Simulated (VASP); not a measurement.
# Ta in VASP: a series of runs

Ta is run at these levels: r2SCAN; tasks: single point.

Program: VASP 6.6.1. These are calculated values, not measurements. Logs are shortened: lines on timing, memory, paths and dates and some standing lists are left out, and cuts for length are marked.

## (1) The cell of the first run

The structure is cubic, space group Im-3m (No. 229). The conventional cell has a = 3.203 Å, b = 3.203 Å, c = 3.203 Å, α = 90.00°, β = 90.00°, γ = 90.00°. Ta (site symmetry m-3m) has 14 Ta at 2.77 to 3.20 Å within 3.7 Å.

## (2) Single point, r2SCAN (strain -0.030 along x and y, -0.030 along z)

File POSCAR:

```
Ta
1.0
   -1.6017416000      1.6017416000      1.6017416000
    1.6017416000     -1.6017416000      1.6017416000
    1.6017416000      1.6017416000     -1.6017416000
Ta
1
Direct
    0.0000000000      0.0000000000      0.0000000000
```

File INCAR.step1:

```
SYSTEM = Ta
ALGO = Normal ; EDIFF = 1E-4
ENCUT = 520 ; GGA = PE
ISMEAR = 0 ; LASPH = .True.
LCHARG = .False. ; LREAL = .False.
LWAVE = .True. ; NBANDS = 12
NELM = 100 ; PREC = Accurate
SIGMA = 0.15
```

File INCAR.step2:

```
SYSTEM = Ta
ALGO = Normal ; EDIFF = 1E-6
ENCUT = 520 ; ISIF = 2
ISMEAR = 0 ; ISTART = 1
LASPH = .True. ; LCHARG = .False.
LMIXTAU = .True. ; LREAL = .False.
LWAVE = .False. ; METAGGA = R2SCAN
NBANDS = 12 ; NELM = 100
PREC = Accurate ; SIGMA = 0.15
```

File KPOINTS:

```
k-points
0
Gamma
  20 20 20
  0 0 0
```

Potentials or basis: VASP PAW PBE potentials, release 64 (Ta_pv).

On the command line:

```console
> cat potpaw_PBE.64/Ta_pv/POTCAR > POTCAR
> cp INCAR.step1 INCAR
> mpirun -np 1 vasp_std > vasp.out
> cp INCAR.step2 INCAR
> mpirun -np 1 vasp_std > vasp.out
```

OUTCAR:

```text
SYSTEM = Ta
   EDIFF = 1E-6
   ENCUT = 520
   ISIF = 2
   ISMEAR = 0
   ISTART = 1
   LASPH = .True.
   LREAL = .False.
   METAGGA = R2SCAN
   NELM = 100
   PREC = Accurate

 ion  position               nearest neighbor table
   1  0.000  0.000  0.000-

  LATTYP: Found a body centered cubic cell.
 ALAT       =     3.2034832000

  Lattice vectors:

 A1 = (  -1.6017416000,   1.6017416000,   1.6017416000)
 A2 = (   1.6017416000,  -1.6017416000,   1.6017416000)
 A3 = (   1.6017416000,   1.6017416000,  -1.6017416000)

Analysis of symmetry for initial positions (statically):
=====================================================================
 Subroutine PRICEL returns:
 Original cell was already a primitive cell.

 Routine SETGRP: Setting up the symmetry group for a
 body centered cubic supercell.

 Subroutine GETGRP returns: Found 48 space group operations
 (whereof 48 operations were pure point group operations)
 out of a pool of 48 trial point group operations.

The static configuration has the point symmetry O_h .

Analysis of symmetry for dynamics (positions and initial velocities):
=====================================================================
 Subroutine PRICEL returns:
 Original cell was already a primitive cell.

 Routine SETGRP: Setting up the symmetry group for a
 body centered cubic supercell.

 Subroutine GETGRP returns: Found 48 space group operations
 (whereof 48 operations were pure point group operations)
 out of a pool of 48 trial point group operations.

The dynamic configuration has the point symmetry O_h .

 Subroutine INISYM returns: Found 48 space group operations
 (whereof 48 operations are pure point group operations),
 and found     1 'primitive' translations

----------------------------------------------------------------------------------------

                                     Primitive cell

  volume of cell :      16.4376

  direct lattice vectors                    reciprocal lattice vectors
    -1.601741600  1.601741600  1.601741600     0.000000000  0.312160214  0.312160214
     1.601741600 -1.601741600  1.601741600     0.312160214  0.000000000  0.312160214
     1.601741600  1.601741600 -1.601741600     0.312160214  0.312160214  0.000000000

  length of vectors
     2.774297832  2.774297832  2.774297832     0.441461208  0.441461208  0.441461208

  position of ions in fractional coordinates (direct lattice)
     0.000000000  0.000000000  0.000000000

  ion indices of the primitive-cell ions
   primitive index   ion index
                 1           1

----------------------------------------------------------------------------------------

 KPOINTS: k-points

Automatic generation of k-mesh.
 Grid dimensions read from file:
 generate k-points for:   20   20   20

 Generating k-lattice:

  Cartesian coordinates                     Fractional coordinates (reciprocal lattice)
     0.000000000  0.015608011  0.015608011     0.050000000  0.000000000  0.000000000
     0.015608011  0.000000000  0.015608011     0.000000000  0.050000000  0.000000000
     0.015608011  0.015608011  0.000000000     0.000000000  0.000000000  0.050000000

  Length of vectors
     0.022073060  0.022073060  0.022073060

  Shift w.r.t. Gamma in fractional coordinates (k-lattice)
     0.000000000  0.000000000  0.000000000

 Subroutine IBZKPT returns following result:
 ===========================================

 Found    256 irreducible k-points:

 Following reciprocal coordinates:
            Coordinates               Weight
  0.000000  0.000000  0.000000      1.000000
  0.050000  0.000000  0.000000     12.000000
  0.100000  0.000000  0.000000     12.000000
  0.150000  0.000000  0.000000     12.000000
  0.200000  0.000000  0.000000     12.000000
  0.250000  0.000000  0.000000     12.000000
[... 16 lines left out ...]
  0.200000  0.100000  0.000000     48.000000
  0.250000  0.100000  0.000000     48.000000
 [... further k-points ...]
   k-points           NKPTS =    256   k-points in BZ     NKDIM =    256   number of bands    NBANDS=     12
   number of dos      NEDOS =    301   number of ions     NIONS =      1
   total plane-waves  NPLWV =  13824
   dimension x,y,z NGX =    24 NGY =   24 NGZ =   24
   dimension x,y,z NGXF=    48 NGYF=   48 NGZF=   48
   ions per type =               1
   NGX,Y,Z   is equivalent  to a cutoff of  14.38, 14.38, 14.38 a.u.
   NGXF,Y,Z  is equivalent  to a cutoff of  28.76, 28.76, 28.76 a.u.
 SYSTEM =  Ta
   PREC   = accura    normal or accurate (medium, high low for compatibility)
   ISTART =      1    job   : 0-new  1-cont  2-samecut
   ICHARG =      0    charge: 1-file 2-atom 10-const
   ISPIN  =      1    spin polarized calculation?
   LNONCOLLINEAR =      F non collinear calculations
   LSORBIT =      F    spin-orbit coupling
   LASPH  =      T    aspherical Exc in radial PAW
   ENCUT  =  520.0 eV  38.22 Ry    6.18 a.u.   5.16  5.16  5.16*2*pi/ulx,y,z
   NELM   =    100;   NELMIN=  2; NELMDL=  0     # of ELM steps
   EDIFF  = 0.1E-05   stopping-criterion for ELM
   LREAL  =      F    real-space projection
   EDIFFG = 0.1E-04   stopping-criterion for IOM
   NSW    =      0    number of steps for IOM
   IBRION =     -1    ionic relax: 0-MD 1-quasi-New 2-CG
   NFREE  =      0    steps in history (QN), initial steepest desc. (CG)
   ISIF   =      2    stress and relaxation
   ISYM   =      2    0-nonsym 1-usesym 2-fastsym
   POTIM  = 0.5000    time-step for ionic-motion
   TEBEG  =    0.0;   TEEND  =   0.0 temperature during run
   PSTRESS=    0.0 pullay stress
   NELECT =      11.0000    total number of electrons
   NUPDOWN=      -1.0000    fix difference up-down
   EMIN   =  10.00;   EMAX   =-10.00  energy-range for DOS
   EFERMI =   0.00;   METHOD = LEGACY
   ISMEAR =     0;   SIGMA  =   0.15  broadening in eV -4-tet -1-fermi 0-gaus
   EFERMI_NEDOS =   21; number of points for ismear=-14 and -15
   IALGO  =     38    algorithm
   IMIX   =      4    mixing-type and parameters
     AMIX     =   0.40;   BMIX     =  1.00
     AMIX_MAG =   1.60;   BMIX_MAG =  1.00
  volume/ion in A,a.u.               =      16.44       110.93
  Fermi-wavevector in a.u.,A,eV,Ry     =   1.431946  2.705985 27.898325  2.050469
  Thomas-Fermi vector in A             =   2.551627
   LORBIT       =      0    0 simple, 1 ext, 2 COOP (PROOUT), +10 PAW based schemes
   METAGGA = R2SCAN    functional components
   LHFCALC =     F    Hartree Fock is set to
   AEXX    =    0.0000 exact exchange contribution
   IVDW    =     0    specifies the selected vdW correction
   LEPSILON=     F    determine dielectric tensor
   LRPA    =     F    only Hartree local field effects (RPA)
 non-spin polarized calculation
 Gauss-broadening in eV      SIGMA  =   0.15
  energy-cutoff  :      520.00
  volume of cell :       16.44
 maximum number of plane-waves:       466
 NGX is ok and might be reduce to    24
   NGX = 11   NGY = 11   NGZ = 11

 number of electron      10.9999999 magnetization

 Free energy of the ion-electron system (eV)
  ---------------------------------------------------
  ext. energy  EPLUGINS =         0.00000000
  ---------------------------------------------------
  free energy    TOTEN  =       -48.47228658 eV

  energy without entropy =      -48.45972267  energy(sigma->0) =      -48.46600463

 E-fermi :   6.0695     XC(G=0): -14.3126

 val. band max:        6.0681455786   @ k =   0.3500   0.2000   0.0000
 cond. band min:       6.0867478380   @ k =  -0.3500   0.4500   0.1500
 fundamental gap:      0.0186022594
 Fermi energy:         6.0695021214

 k-point     1 :       0.0000    0.0000    0.0000
  band No.  band energies     occupation
      1     -27.7503      2.00000
      2     -27.7503      2.00000
      3     -27.7503      2.00000
      4      -2.5782      2.00000
      5       6.9175      0.00000
      6       6.9175      0.00000
      7       6.9175      0.00000
      8      10.7378      0.00000
      9      10.7378      0.00000
     10      22.3114      0.00000
     11      22.3114      0.00000
     12      22.3114      0.00000

 k-point     2 :       0.0500    0.0000    0.0000
  band No.  band energies     occupation
      1     -27.7956      2.00000
      2     -27.7637      2.00000
      3     -27.7507      2.00000
      4      -2.4463      2.00000
      5       6.8282      0.00000
      6       6.8916      0.00000
      7       7.0455      0.00000
      8      10.5837      0.00000
      9      10.7354      0.00000
     10      18.6269      0.00000
     11      22.4352      0.00000
     12      22.5401      0.00000

 k-point     3 :       0.1000    0.0000    0.0000
  band No.  band energies     occupation
      1     -27.9254      2.00000
      2     -27.8021      2.00000
      3     -27.7518      2.00000
      4      -2.0634      2.00000
      5       6.5794      0.00000
      6       6.7883      0.00000
      7       7.4262      0.00000
      8      10.2437      0.00000
      9      10.7356      0.00000
     10      18.6270      0.00000
     11      22.7640      0.00000
     12      23.2057      0.00000
[... 286 lines left out ...]
 k-point    23 :       0.2000    0.1000    0.0000
  band No.  band energies     occupation
      1     -28.6690      2.00000
      2     -28.0241      2.00000
      3     -27.8129      2.00000
      4       0.3479      2.00000
      5       5.3496      2.00000
      6       5.6400      1.99995
      7       9.6401      0.00000
      8      10.4695      0.00000
      9      11.3359      0.00000
     10      18.6268      0.00000
     11      23.1044      0.00000
     12      24.8419      0.00000

 k-point    24 :       0.2500    0.1000    0.0000
  band No.  band energies     occupation
      1     -28.8881      2.00000
      2     -28.1168      2.00000
      3     -27.8180      2.00000
      4       0.9895      2.00000
      5       4.9822      2.00000
      6       5.5914      1.99999
      7       9.8940      0.00000
      8      11.5025      0.00000
      9      11.6916      0.00000
     10      18.6267      0.00000
     11      22.0044      0.00000
     12      23.9777      0.00000

 [... further k-points ...]

------------------------ aborting loop because EDIFF is reached ----------------------------------------

  FORCE on cell =-STRESS in cart. coord.  units (eV):
  Direction    XX          YY          ZZ          XY          YZ          ZX
  --------------------------------------------------------------------------------------
  -------------------------------------------------------------------------------------
  Total        2.4291311      2.4291311      2.4291311     -0.0000000      0.0000000      0.0000000
  in kB      236.7686424    236.7686424    236.7686424     -0.0000000      0.0000000      0.0000000
  external PRESSURE =     236.7686424 kB  Pullay stress =       0.0000000 kB

 VOLUME and BASIS-vectors are now :
 -----------------------------------------------------------------------------
  energy-cutoff  :      520.00
  volume of cell :       16.44
      direct lattice vectors                 reciprocal lattice vectors
    -1.601741600  1.601741600  1.601741600     0.000000000  0.312160214  0.312160214
     1.601741600 -1.601741600  1.601741600     0.312160214  0.000000000  0.312160214
     1.601741600  1.601741600 -1.601741600     0.312160214  0.312160214  0.000000000

 POSITION                                       TOTAL-FORCE (eV/Angst)
 -----------------------------------------------------------------------------------
      0.00000      0.00000      0.00000         0.000000      0.000000      0.000000
 -----------------------------------------------------------------------------------
    total drift:                               -0.000000      0.000000      0.000000

  FREE ENERGIE OF THE ION-ELECTRON SYSTEM (eV)
  ---------------------------------------------------
  free  energy   TOTEN  =       -48.4722865832 eV

  energy  without entropy=      -48.4597226680  energy(sigma->0) =      -48.46600463
```

It took 60 s on 1 thread of Intel Xeon 6975P-C (Granite Rapids), shared host; peak memory 0.18 GiB.

Results:

```yaml
Free_energy: -48.4723 eV
Pressure: 23.7 GPa
```

Caveat: the cell differs from its parent crystal (strain -0.030 along x and y, -0.030 along z); the PAW data sets were made with another functional, which shifts forces and pressure a little; spin-orbit coupling is left out, which moves the levels of the heavy elements.

## (3) Single point, r2SCAN (strain +0.030 along x and y, +0.030 along z)

File POSCAR:

```
Ta
1.0
   -1.7008184000      1.7008184000      1.7008184000
    1.7008184000     -1.7008184000      1.7008184000
    1.7008184000      1.7008184000     -1.7008184000
Ta
1
Direct
    0.0000000000      0.0000000000      0.0000000000
```

File INCAR.step1:

```
PREC = Accurate
ENCUT = 520
ISMEAR = 0
SIGMA = 0.15
LREAL = False
LASPH = True
NELM = 100
NBANDS = 12
GGA = PE
ALGO = Normal
EDIFF = 1E-4
LWAVE = True
LCHARG = False
```

File INCAR.step2:

```
PREC = Accurate
ENCUT = 520
EDIFF = 1E-7
ISMEAR = 0
SIGMA = 0.15
LREAL = False
LASPH = True
NELM = 100
ALGO = Normal
ISIF = 2
LWAVE = False
LCHARG = False
METAGGA = R2SCAN
LMIXTAU = True
NBANDS = 12
ISTART = 1
```

File KPOINTS:

```
Automatic mesh
0
Gamma
  20 20 20
```

Potentials or basis: VASP PAW PBE potentials, release 64 (Ta_pv).

On the command line:

```console
> cat potpaw_PBE.64/Ta_pv/POTCAR > POTCAR
> cp INCAR.step1 INCAR
> mpirun -np 1 vasp_std > vasp.out
> cp INCAR.step2 INCAR
> mpirun -np 1 vasp_std > vasp.out
```

OUTCAR:

```text
PREC = Accurate
   ENCUT = 520
   EDIFF = 1E-7
   ISMEAR = 0
   LREAL = False
   LASPH = True
   NELM = 100
   ISIF = 2
   METAGGA = R2SCAN
   ISTART = 1

 ion  position               nearest neighbor table
   1  0.000  0.000  0.000-

  LATTYP: Found a body centered cubic cell.
 ALAT       =     3.4016368000

  Lattice vectors:

 A1 = (  -1.7008184000,   1.7008184000,   1.7008184000)
 A2 = (   1.7008184000,  -1.7008184000,   1.7008184000)
 A3 = (   1.7008184000,   1.7008184000,  -1.7008184000)

Analysis of symmetry for initial positions (statically):
=====================================================================
 Subroutine PRICEL returns:
 Original cell was already a primitive cell.

 Routine SETGRP: Setting up the symmetry group for a
 body centered cubic supercell.

 Subroutine GETGRP returns: Found 48 space group operations
 (whereof 48 operations were pure point group operations)
 out of a pool of 48 trial point group operations.

The static configuration has the point symmetry O_h .

[... 167 lines left out ...]
  band No.  band energies     occupation
      1     -29.9597      2.00000
      2     -29.9597      2.00000
      3     -29.9597      2.00000
      4      -3.3469      2.00000
      5       5.4595      0.00000
      6       5.4595      0.00000
      7       5.4595      0.00000
      8       8.6439      0.00000
      9       8.6439      0.00000
     10      16.3218      0.00000
     11      19.9864      0.00000
     12      19.9864      0.00000
[... 331 lines left out ...]
 k-point    24 :       0.2500    0.1000    0.0000
  band No.  band energies     occupation
      1     -30.5859      2.00000
      2     -30.1668      2.00000
      3     -29.9942      2.00000
      4      -0.1821      2.00000
      5       3.9181      2.00000
      6       4.2453      1.99978
      7       7.9344      0.00000
      8       9.1550      0.00000
      9       9.2350      0.00000
     10      16.3182      0.00000
     11      18.7418      0.00000
     12      19.9638      0.00000

 [... further k-points ...]

------------------------ aborting loop because EDIFF is reached ----------------------------------------

  FORCE on cell =-STRESS in cart. coord.  units (eV):
  Direction    XX          YY          ZZ          XY          YZ          ZX
  --------------------------------------------------------------------------------------
  -------------------------------------------------------------------------------------
  Total       -1.7800804     -1.7800804     -1.7800804      0.0000000      0.0000000     -0.0000000
  in kB     -144.9160118   -144.9160118   -144.9160118      0.0000000      0.0000000     -0.0000000
  external PRESSURE =    -144.9160118 kB  Pullay stress =       0.0000000 kB

 VOLUME and BASIS-vectors are now :
 -----------------------------------------------------------------------------
  energy-cutoff  :      520.00
  volume of cell :       19.68
      direct lattice vectors                 reciprocal lattice vectors
    -1.700818400  1.700818400  1.700818400     0.000000000  0.293976123  0.293976123
     1.700818400 -1.700818400  1.700818400     0.293976123  0.000000000  0.293976123
     1.700818400  1.700818400 -1.700818400     0.293976123  0.293976123  0.000000000

 POSITION                                       TOTAL-FORCE (eV/Angst)
 -----------------------------------------------------------------------------------
      0.00000      0.00000      0.00000         0.000000      0.000000      0.000000
 -----------------------------------------------------------------------------------
    total drift:                                0.000000      0.000000      0.000000

  FREE ENERGIE OF THE ION-ELECTRON SYSTEM (eV)
  ---------------------------------------------------
  free  energy   TOTEN  =       -48.5111778047 eV

  energy  without entropy=      -48.4955536753  energy(sigma->0) =      -48.50336574
```

OSZICAR.step1:

```text
N       E                     dE             d eps       ncg     rms          rms(c)
DAV:   1     0.614735593977E+02    0.61474E+02   -0.61413E+03  6152   0.867E+02
DAV:   2    -0.112377813583E+02   -0.72711E+02   -0.70950E+02  6932   0.242E+02
DAV:   3    -0.122969395276E+02   -0.10592E+01   -0.10487E+01  7428   0.277E+01
DAV:   4    -0.123001901842E+02   -0.32507E-02   -0.32502E-02  6844   0.169E+00
DAV:   5    -0.123002036552E+02   -0.13471E-04   -0.13470E-04  7336   0.104E-01    0.115E+01
DAV:   6    -0.118797671668E+02    0.42044E+00   -0.34800E-01  7180   0.632E+00    0.533E+00
DAV:   7    -0.117645818481E+02    0.11519E+00   -0.28620E-01  7216   0.524E+00    0.380E-01
DAV:   8    -0.117640287036E+02    0.55314E-03   -0.98194E-03  6964   0.760E-01    0.144E-01
DAV:   9    -0.117640010697E+02    0.27634E-04   -0.18523E-04  7080   0.138E-01
   1 F= -.11764001E+02 E0= -.11755967E+02  d E =-.160678E-01
```

Wall time 73 s (1 thread of Intel Xeon 6975P-C (Granite Rapids), shared host); peak memory 0.18 GiB.

Results:

```
Free energy : -48.5112 eV
Pressure    : -14.5 GPa
```

Caveat: the cell differs from its parent crystal (strain +0.030 along x and y, +0.030 along z); the PAW data sets were made with another functional, which shifts forces and pressure a little; spin-orbit coupling is left out, which moves the levels of the heavy elements.

[end of part 1 of 2]
